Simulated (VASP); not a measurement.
The system is KI.

```xyz
2
Lattice="4.0339 0.0000 0.0000 0.0000 4.0339 0.0000 0.0000 0.0000 4.3745" Properties=species:S:1:pos:R:3 pbc="T T T"
K     0.0000    0.0000    0.0000
I     2.0170    2.0170    2.1872
```

This cell differs from its parent crystal: epitaxial xy strain -6.0%.

Base run:

```yaml
Program: VASP 6.6.1
Functional: r2SCAN
Potentials_or_basis: VASP PAW PBE potentials, release 64 (K_sv, I)
Cutoff: 520 eV
k_mesh: 6 × 6 × 6
Occupations: gaussian, width 0.01 eV
Spin: no spin polarisation
```

Its results: band gap on the k mesh 3.94 eV, indirect (least direct gap 4.06 eV); pressure 2.1 GPa.

Q: The run is repeated on the same cell with these changes: functional from r2SCAN to PBE; occupations from gaussian, width 0.01 eV to fermi-dirac, width 0.02 eV. What comes out?

A: Band gap on the k mesh 3.27 eV, indirect (least direct gap 3.55 eV); pressure 2.5 GPa.

Caveats: spin-orbit coupling is left out, which moves the levels of the heavy elements; the PAW data sets were made with another functional, which shifts forces and pressure a little (some runs).

A k mesh can miss the band edges.
